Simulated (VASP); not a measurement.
Wanted: the native input for a VASP 6.6.1 run.

```yaml
Task: single point
Functional: PBE
Potentials_or_basis: VASP PAW PBE potentials, release 64 (K_sv, Cl)
Cutoff: 520 eV
k_mesh: 4 × 4 × 4
Occupations: gaussian, width 0.01 eV
Spin: no spin polarisation
Dipole_correction: no
Further_INCAR_settings: ALGO = Normal; EDIFF = 1e-06; NBANDS = 15
```

The structure of KCl lies in POSCAR:

```
KCl
1.0
    3.6550447693      0.0000000000      0.0000000000
    0.0000000000      3.6550447693      0.0000000000
    0.0000000000      0.0000000000      3.8080688468
K Cl
1 1
Direct
    0.0000000000      0.0000000000      0.0000000000
    0.5000000000      0.5000000000      0.5000000000
```

This cell differs from its parent crystal: epitaxial xy strain -3.1%.

The input as run:

INCAR

```
SYSTEM = KCl
PREC     = Accurate       ! precision mode
ENCUT    = 520            ! plane-wave cutoff, eV
EDIFF    = 1E-6           ! SCF threshold, eV
ISMEAR   = 0              ! smearing method
SIGMA    = 0.01           ! smearing width, eV
LREAL    = .FALSE.        ! projectors in reciprocal space
LASPH    = .TRUE.         ! aspherical terms in the spheres
NELM     = 100            ! most SCF steps
ALGO     = Normal         ! electronic algorithm
ISIF     = 2              ! what is computed and relaxed
LWAVE    = .FALSE.        ! write WAVECAR
LCHARG   = .TRUE.         ! write CHGCAR
GGA      = PE             ! functional
LELF     = .TRUE.         ! ELF
LVHAR    = .TRUE.       
NBANDS   = 15             ! bands
```

KPOINTS

```
regular mesh
0
G
  4 4 4
  0 0 0
```

Potentials or basis: VASP PAW PBE potentials, release 64 (K_sv, Cl).

Run with:

```sh
$ cat potpaw_PBE.64/K_sv/POTCAR potpaw_PBE.64/Cl/POTCAR > POTCAR
$ mpirun -np 1 vasp_std > vasp.out
```

Results of the run:

The pressure is 2.5 GPa. The band gap on the k mesh is 5.17 eV, indirect (least direct gap 5.38 eV).

Caveat: the k points lie up to 0.43 Å⁻¹ apart; the cell differs from its parent crystal (epitaxial xy strain -3.1%).

Run time: 11 s on 1 thread of Intel(R) Xeon(R) Platinum 8259CL CPU @ 2.50GHz (Skylake/Cascade Lake) (shared host), peak memory 0.15 GiB.
